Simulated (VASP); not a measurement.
# ZnS (P6_3mc) in VASP: a series of runs

The runs below take ZnS through single point, with PBE.

Everything below comes from runs of VASP 6.6.1. Logs are shortened: lines on timing, memory, paths and dates and some standing lists are left out, and cuts for length are marked.

### 1 The cell of the first run

It takes space group P6_3mc (No. 186, hexagonal). Conventional cell: a = 3.688 Å, b = 3.688 Å, c = 6.852 Å, α = 90.00°, β = 90.00°, γ = 120.00°. Within 3.0 Å of Zn (site symmetry 3m) lie 4 S at 2.23 to 2.75 Å. Within 3.0 Å of S (site symmetry 3m) lie 4 Zn at 2.23 to 2.75 Å.

### 2 Single point, PBE

INCAR reads:

```
  PREC = Accurate
  ENCUT = 520
  EDIFF = 1E-6
  ISMEAR = 0
  SIGMA = 0.05
  LREAL = False
  LASPH = True
  NELM = 60
  ALGO = Normal
  ISIF = 2
  LWAVE = False
  LCHARG = False
  GGA = PE
  NBANDS = 26
```

KPOINTS reads:

```
Automatic mesh
0
Gamma
  9 9 4
```

POSCAR reads:

```
ZnS
1.0
    3.6884088784      0.0000000000      0.0000000000
   -1.8442044392      3.1942557882      0.0000000000
    0.0000000000      0.0000000000      6.8523260142
Zn S
2 2
Direct
    0.3333333333      0.6666666667      0.0052003725
    0.6666666667      0.3333333333      0.5052003725
    0.3333333333      0.6666666667      0.4062443104
    0.6666666667      0.3333333333      0.9062443104
```

Potentials or basis: VASP PAW PBE potentials, release 64 (Zn, S).

Launch:

```sh
$ cat potpaw_PBE.64/Zn/POTCAR potpaw_PBE.64/S/POTCAR > POTCAR
$ mpirun -np 1 vasp_std > vasp.out
```

OUTCAR:

```text
PREC = Accurate
   ENCUT = 520
   EDIFF = 1E-6
   ISMEAR = 0
   LREAL = False
   LASPH = True
   NELM = 60
   ISIF = 2
   GGA = PE

 ion  position               nearest neighbor table
   1  0.333  0.667  0.005-   4 2.23   4 2.23   4 2.23   3 2.75
   2  0.667  0.333  0.505-   3 2.23   3 2.23   3 2.23   4 2.75
   3  0.333  0.667  0.406-   2 2.23   2 2.23   2 2.23   1 2.75
   4  0.667  0.333  0.906-   1 2.23   1 2.23   1 2.23   2 2.75

  LATTYP: Found a hexagonal cell.
 ALAT       =     3.6884088784
 C/A-ratio  =     1.8578000000

  Lattice vectors:

 A1 = (   3.6884088784,   0.0000000000,   0.0000000000)
 A2 = (  -1.8442044392,   3.1942557882,   0.0000000000)
 A3 = (   0.0000000000,   0.0000000000,   6.8523260142)

Analysis of symmetry for initial positions (statically):
=====================================================================
 Subroutine PRICEL returns:
 Original cell was already a primitive cell.

 Routine SETGRP: Setting up the symmetry group for a
 hexagonal supercell.

 Subroutine GETGRP returns: Found 12 space group operations
 (whereof  6 operations were pure point group operations)
 out of a pool of 24 trial point group operations.

The static configuration has the point symmetry C_3v.
 The point group associated with its full space group is C_6v.

Analysis of symmetry for dynamics (positions and initial velocities):
=====================================================================
 Subroutine PRICEL returns:
 Original cell was already a primitive cell.

 Routine SETGRP: Setting up the symmetry group for a
 hexagonal supercell.

 Subroutine GETGRP returns: Found 12 space group operations
 (whereof  6 operations were pure point group operations)
 out of a pool of 24 trial point group operations.

The dynamic configuration has the point symmetry C_3v.
 The point group associated with its full space group is C_6v.

 Subroutine INISYM returns: Found 12 space group operations
 (whereof  6 operations are pure point group operations),
 and found     1 'primitive' translations

----------------------------------------------------------------------------------------

                                     Primitive cell

  volume of cell :      80.7322

  direct lattice vectors                    reciprocal lattice vectors
     3.688408878  0.000000000  0.000000000     0.271119616  0.156530983  0.000000000
    -1.844204439  3.194255788  0.000000000     0.000000000  0.313061967  0.000000000
     0.000000000  0.000000000  6.852326014     0.000000000  0.000000000  0.145935847

  length of vectors
     3.688408878  3.688408878  6.852326014     0.313061967  0.313061967  0.145935847

  position of ions in fractional coordinates (direct lattice)
     0.333333333  0.666666667  0.005200372
     0.666666667  0.333333333  0.505200372
     0.333333333  0.666666667  0.406244310
     0.666666667  0.333333333  0.906244310

  ion indices of the primitive-cell ions
   primitive index   ion index
                 1           1
                 2           2
                 3           3
                 4           4

----------------------------------------------------------------------------------------

 KPOINTS: Automatic mesh

Automatic generation of k-mesh.
 Grid dimensions read from file:
 generate k-points for:    9    9    4

 Generating k-lattice:

  Cartesian coordinates                     Fractional coordinates (reciprocal lattice)
     0.030124402  0.017392331  0.000000000     0.111111111  0.000000000  0.000000000
     0.000000000  0.034784663  0.000000000     0.000000000  0.111111111  0.000000000
     0.000000000  0.000000000  0.036483962     0.000000000  0.000000000  0.250000000

  Length of vectors
     0.034784663  0.034784663  0.036483962

  Shift w.r.t. Gamma in fractional coordinates (k-lattice)
     0.000000000  0.000000000  0.000000000

 Subroutine IBZKPT returns following result:
 ===========================================

 Found     36 irreducible k-points:

 Following reciprocal coordinates:
            Coordinates               Weight
  0.000000  0.000000  0.000000      1.000000
  0.111111 -0.000000  0.000000      6.000000
  0.222222 -0.000000  0.000000      6.000000
  0.333333 -0.000000  0.000000      6.000000
  0.444444 -0.000000  0.000000      6.000000
  0.111111  0.111111  0.000000      6.000000
[... 16 lines left out ...]
  0.333333  0.222222  0.250000     24.000000
  0.333333  0.333333  0.250000      4.000000
 [... further k-points ...]
   k-points           NKPTS =     36   k-points in BZ     NKDIM =     36   number of bands    NBANDS=     26
   number of dos      NEDOS =    301   number of ions     NIONS =      4
   total plane-waves  NPLWV =  42336
   dimension x,y,z NGX =    28 NGY =   28 NGZ =   54
   dimension x,y,z NGXF=    56 NGYF=   56 NGZF=  108
   ions per type =               2   2
   NGX,Y,Z   is equivalent  to a cutoff of  12.62, 12.62, 13.10 a.u.
   NGXF,Y,Z  is equivalent  to a cutoff of  25.24, 25.24, 26.20 a.u.
 SYSTEM =  unknown system
   PREC   = accura    normal or accurate (medium, high low for compatibility)
   ISTART =      0    job   : 0-new  1-cont  2-samecut
   ICHARG =      2    charge: 1-file 2-atom 10-const
   ISPIN  =      1    spin polarized calculation?
   LNONCOLLINEAR =      F non collinear calculations
   LSORBIT =      F    spin-orbit coupling
   LASPH  =      T    aspherical Exc in radial PAW
   ENCUT  =  520.0 eV  38.22 Ry    6.18 a.u.   6.86  6.86 12.74*2*pi/ulx,y,z
   NELM   =     60;   NELMIN=  2; NELMDL= -5     # of ELM steps
   EDIFF  = 0.1E-05   stopping-criterion for ELM
   LREAL  =      F    real-space projection
   EDIFFG = 0.1E-04   stopping-criterion for IOM
   NSW    =      0    number of steps for IOM
   IBRION =     -1    ionic relax: 0-MD 1-quasi-New 2-CG
   NFREE  =      0    steps in history (QN), initial steepest desc. (CG)
   ISIF   =      2    stress and relaxation
   ISYM   =      2    0-nonsym 1-usesym 2-fastsym
   POTIM  = 0.5000    time-step for ionic-motion
   TEBEG  =    0.0;   TEEND  =   0.0 temperature during run
   PSTRESS=    0.0 pullay stress
   NELECT =      36.0000    total number of electrons
   NUPDOWN=      -1.0000    fix difference up-down
   EMIN   =  10.00;   EMAX   =-10.00  energy-range for DOS
   EFERMI =   0.00;   METHOD = LEGACY
   ISMEAR =     0;   SIGMA  =   0.05  broadening in eV -4-tet -1-fermi 0-gaus
   EFERMI_NEDOS =   21; number of points for ismear=-14 and -15
   IALGO  =     38    algorithm
   IMIX   =      4    mixing-type and parameters
     AMIX     =   0.40;   BMIX     =  1.00
     AMIX_MAG =   1.60;   BMIX_MAG =  1.00
  volume/ion in A,a.u.               =      20.18       136.20
  Fermi-wavevector in a.u.,A,eV,Ry     =   1.250720  2.363518 21.283599  1.564300
  Thomas-Fermi vector in A             =   2.384701
   LORBIT       =      0    0 simple, 1 ext, 2 COOP (PROOUT), +10 PAW based schemes
   GGA     = PE    functional components
   LHFCALC =     F    Hartree Fock is set to
   AEXX    =    0.0000 exact exchange contribution
   IVDW    =     0    specifies the selected vdW correction
   LEPSILON=     F    determine dielectric tensor
   LRPA    =     F    only Hartree local field effects (RPA)
 non-spin polarized calculation
 Gauss-broadening in eV      SIGMA  =   0.05
  energy-cutoff  :      520.00
  volume of cell :       80.73
 maximum number of plane-waves:      2190
 NGX is ok and might be reduce to    28

 number of electron      36.0000013 magnetization

 Free energy of the ion-electron system (eV)
  ---------------------------------------------------
  ext. energy  EPLUGINS =         0.00000000
  ---------------------------------------------------
  free energy    TOTEN  =       -13.17754926 eV

  energy without entropy =      -13.17754926  energy(sigma->0) =      -13.17754926

 E-fermi :   2.2756     XC(G=0):  -9.4780

 val. band max:        2.0218037079   @ k =   0.0000   0.0000   0.0000
 cond. band min:       4.0374757998   @ k =   0.0000   0.0000   0.0000
 fundamental gap:      2.0156720918
 Fermi energy:         2.2755586235

 k-point     1 :       0.0000    0.0000    0.0000
  band No.  band energies     occupation
      1     -11.2660      2.00000
      2     -10.7131      2.00000
      3      -4.6164      2.00000
      4      -4.6164      2.00000
      5      -4.5910      2.00000
      6      -4.5910      2.00000
[... 18 lines left out ...]
     25       9.5461      0.00000
     26      10.1773      0.00000

 k-point     2 :       0.1111   -0.0000    0.0000
  band No.  band energies     occupation
      1     -11.1722      2.00000
      2     -10.6395      2.00000
      3      -4.6236      2.00000
      4      -4.5886      2.00000
      5      -4.5882      2.00000
      6      -4.5604      2.00000
[... 18 lines left out ...]
     25       9.8799      0.00000
     26       9.9741      0.00000

 k-point     3 :       0.2222   -0.0000    0.0000
  band No.  band energies     occupation
      1     -10.9159      2.00000
      2     -10.4472      2.00000
      3      -4.6271      2.00000
      4      -4.5644      2.00000
      5      -4.5178      2.00000
      6      -4.4807      2.00000
[... 18 lines left out ...]
     25      10.1757      0.00000
     26      10.3572      0.00000

 k-point     4 :       0.3333   -0.0000    0.0000
  band No.  band energies     occupation
      1     -10.5783      2.00000
      2     -10.2226      2.00000
      3      -4.5862      2.00000
      4      -4.5027      2.00000
      5      -4.4429      2.00000
      6      -4.3874      2.00000
[... 18 lines left out ...]
     25      10.7136      0.00000
     26      11.9513      0.00000

 k-point     5 :       0.4444   -0.0000    0.0000
  band No.  band energies     occupation
      1     -10.3091      2.00000
      2     -10.0877      2.00000
      3      -4.5226      2.00000
      4      -4.4327      2.00000
      5      -4.4005      2.00000
      6      -4.3273      2.00000
[... 18 lines left out ...]
     25      10.6526      0.00000
     26      13.0386      0.00000

 k-point     6 :       0.1111    0.1111    0.0000
  band No.  band energies     occupation
      1     -10.9968      2.00000
      2     -10.5063      2.00000
      3      -4.6232      2.00000
      4      -4.5719      2.00000
      5      -4.5432      2.00000
      6      -4.5076      2.00000
[... 427 lines left out ...]
 k-point    21 :       0.4444    0.1111    0.2500
  band No.  band energies     occupation
      1     -10.2052      2.00000
      2     -10.0838      2.00000
      3      -4.4759      2.00000
      4      -4.3973      2.00000
      5      -4.3800      2.00000
      6      -4.3245      2.00000
[... 18 lines left out ...]
     25      11.0171      0.00000
     26      12.2681      0.00000

 k-point    22 :       0.2222    0.2222    0.2500
  band No.  band energies     occupation
      1     -10.3729      2.00000
      2     -10.1715      2.00000
      3      -4.4547      2.00000
      4      -4.4542      2.00000
      5      -4.3898      2.00000
      6      -4.3736      2.00000
[... 18 lines left out ...]
     25      10.2258      0.00000
     26      11.3416      0.00000

 k-point    23 :       0.3333    0.2222    0.2500
  band No.  band energies     occupation
      1     -10.1643      2.00000
      2     -10.0631      2.00000
      3      -4.4362      2.00000
      4      -4.3451      2.00000
      5      -4.3149      2.00000
      6      -4.2610      2.00000
[... 18 lines left out ...]
     25      11.2933      0.00000
     26      11.6585      0.00000

 k-point    24 :       0.3333    0.3333    0.2500
  band No.  band energies     occupation
      1     -10.0592      2.00000
      2     -10.0592      2.00000
      3      -4.4293      2.00000
      4      -4.3230      2.00000
      5      -4.2083      2.00000
      6      -4.2083      2.00000
[... 18 lines left out ...]
     25      12.0142      0.00000
     26      12.1138      0.00000

 [... further k-points ...]

------------------------ aborting loop because EDIFF is reached ----------------------------------------

  FORCE on cell =-STRESS in cart. coord.  units (eV):
  Direction    XX          YY          ZZ          XY          YZ          ZX
  --------------------------------------------------------------------------------------
  -------------------------------------------------------------------------------------
  Total        5.1305839      5.1305839     -2.3945528      0.0000000      0.0000000      0.0000000
  in kB      101.8194172    101.8194172    -47.5212922      0.0000000      0.0000000      0.0000000
  external PRESSURE =      52.0391807 kB  Pullay stress =       0.0000000 kB

 VOLUME and BASIS-vectors are now :
 -----------------------------------------------------------------------------
  energy-cutoff  :      520.00
  volume of cell :       80.73
      direct lattice vectors                 reciprocal lattice vectors
     3.688408878  0.000000000  0.000000000     0.271119616  0.156530983  0.000000000
    -1.844204439  3.194255788  0.000000000     0.000000000  0.313061967  0.000000000
     0.000000000  0.000000000  6.852326014     0.000000000  0.000000000  0.145935847

 POSITION                                       TOTAL-FORCE (eV/Angst)
 -----------------------------------------------------------------------------------
     -0.00000      2.12950      0.03563        -0.000000      0.000000      0.728168
      1.84420      1.06475      3.46180         0.000000     -0.000000      0.728168
     -0.00000      2.12950      2.78372        -0.000000      0.000000     -0.728168
      1.84420      1.06475      6.20988         0.000000      0.000000     -0.728168
 -----------------------------------------------------------------------------------
    total drift:                               -0.000000     -0.000000     -0.000066

  FREE ENERGIE OF THE ION-ELECTRON SYSTEM (eV)
  ---------------------------------------------------
  free  energy   TOTEN  =       -13.1775492641 eV

  energy  without entropy=      -13.1775492641  energy(sigma->0) =      -13.17754926
```

It took 1.9 min on 1 thread of AMD EPYC 7R13, shared host; peak memory 0.2 GiB.

Results:

```
Free energy            : -13.1775 eV
Pressure               : 5.2 GPa
Largest force          : 0.728 eV/Å
Band gap on the k mesh : 2.02 eV
```

Forces on the atoms (eV/Å):
```
Zn   0.000  0.000  0.728
Zn   0.000  0.000  0.728
S    0.000  0.000 -0.728
S    0.000  0.000 -0.728
```

Stress tensor (GPa, compression positive):
```
10.18  0.00  0.00
 0.00 10.18  0.00
 0.00  0.00 -4.75
```

Caveat: the cell stands under pressure.

### 3 Single point, PBE

This run uses another cell than the first one, of the same volume but with other edges.

INCAR reads:

```
SYSTEM = ZnS
ALGO     = Normal         ! electronic algorithm
EDIFF    = 1E-7           ! SCF threshold, eV
ENCUT    = 520            ! plane-wave cutoff, eV
GGA      = PE             ! functional
ISIF     = 2              ! what is computed and relaxed
ISMEAR   = 0              ! smearing method
LASPH    = .TRUE.         ! aspherical terms in the spheres
LCHARG   = .FALSE.        ! write CHGCAR
LREAL    = .FALSE.        ! projectors in reciprocal space
LWAVE    = .FALSE.        ! write WAVECAR
NBANDS   = 26             ! bands
NELM     = 100            ! most SCF steps
PREC     = Accurate       ! precision mode
SIGMA    = 0.05           ! smearing width, eV
```

KPOINTS reads:

```
k-points
0
G
  9 9 4
  0 0 0
```

POSCAR reads:

```
ZnS
1.0
    4.0333996051      0.0000000000      0.0000000000
   -2.0166998025      3.4930265216      0.0000000000
    0.0000000000      0.0000000000      5.7302508189
Zn S
2 2
Direct
    0.3333333333      0.6666666667      0.0052003725
    0.6666666667      0.3333333333      0.5052003725
    0.3333333333      0.6666666667      0.4062443104
    0.6666666667      0.3333333333      0.9062443104
```

Potentials or basis: VASP PAW PBE potentials, release 64 (Zn, S).

Launch:

```sh
$ cat potpaw_PBE.64/Zn/POTCAR potpaw_PBE.64/S/POTCAR > POTCAR
$ mpirun -np 1 vasp_std > vasp.out
```

Run time: 1.9 min. Hardware: 1 thread of AMD EPYC 7R13, shared host; peak memory 0.2 GiB.

It converged, with:

* Free energy: -13.3987 eV
* Pressure: 0.5 GPa
* Largest force: 0.127 eV/Å
* Band gap on the k mesh: 1.67 eV

Forces on the atoms (eV/Å):
```
Zn   0.000  0.000 -0.127
Zn   0.000  0.000 -0.127
S    0.000  0.000  0.127
S    0.000  0.000  0.127
```

Stress tensor (GPa, compression positive):
```
-3.62  0.00  0.00
 0.00 -3.62  0.00
 0.00  0.00  8.65
```

Levels at points of the mesh, in eV from the valence-band top:
| k point | band 16 | band 17 | band 18 | band 19 | band 20 | band 21 |
| --- | --- | --- | --- | --- | --- | --- |
| (0.00, 0.00, 0.00) | -0.30 | -0.30 | 0.00 | 1.67 | 1.88 | 5.63 |
| (0.00, 0.00, 0.50) | -0.89 | -0.89 | -0.89 | 2.87 | 2.87 | 6.02 |

Caveat: an odd mesh through Γ misses points on the zone boundary, where band edges can lie.

### 4 Single point, PBE

This run uses another cell than the first one, of the same volume but with other edges.

INCAR reads:

```
SYSTEM = ZnS
  PREC = Accurate
  ENCUT = 520
  EDIFF = 1E-6
  ISMEAR = 0
  SIGMA = 0.05
  LREAL = .False.
  LASPH = .True.
  NELM = 100
  ALGO = Normal
  ISIF = 2
  LWAVE = .False.
  LCHARG = .False.
  GGA = PE
  NBANDS = 26
```

KPOINTS reads:

```
Automatic mesh
0
Gamma
  9 9 4
  0 0 0
```

POSCAR reads:

```
ZnS
1.0
    4.1424790287      0.0000000000      0.0000000000
   -2.0712395143      3.5874920735      0.0000000000
    0.0000000000      0.0000000000      5.4324469982
Zn S
2 2
Direct
    0.3333333333      0.6666666667      0.0052003725
    0.6666666667      0.3333333333      0.5052003725
    0.3333333333      0.6666666667      0.3665852179
    0.6666666667      0.3333333333      0.8665852179
```

Launch:

```sh
$ cat potpaw_PBE.64/Zn/POTCAR potpaw_PBE.64/S/POTCAR > POTCAR
$ mpirun -np 1 vasp_std > vasp.out
```

Run time: 1.9 min. Hardware: 1 thread of Intel Xeon 8259CL, shared host; peak memory 0.23 GiB.

It converged, with:

* Free energy: -11.7743 eV
* Pressure: 11.0 GPa
* Largest force: 4.836 eV/Å
* Band gap on the k mesh: 1.86 eV

Forces on the atoms (eV/Å):
```
Zn   0.000  0.000 -4.836
Zn   0.000  0.000 -4.836
S    0.000  0.000  4.836
S    0.000  0.000  4.836
```

Stress tensor (GPa, compression positive):
```
-6.04  0.00  0.00
 0.00 -6.04  0.00
 0.00  0.00 45.18
```

Levels at points of the mesh, in eV from the valence-band top:
| k point | band 14 | band 15 | band 16 | band 17 | band 18 | band 19 | band 20 | band 21 | band 22 | band 23 |
| --- | --- | --- | --- | --- | --- | --- | --- | --- | --- | --- |
| (0.00, 0.00, 0.00) | -1.66 | -1.66 | -0.01 | 0.00 | 0.00 | 1.86 | 2.10 | 5.62 | 5.62 | 7.80 |
| (0.00, 0.00, 0.50) | -2.40 | -0.86 | -0.86 | -0.86 | -0.86 | 3.22 | 3.22 | 6.04 | 6.04 | 6.04 |

Caveat: the cell stands under pressure; an odd mesh through Γ misses points on the zone boundary, where band edges can lie; forces of over 1 eV/Å act on the atoms, so gaps and moduli don't describe the material at rest.

(Part 1 of 2 ends here.)
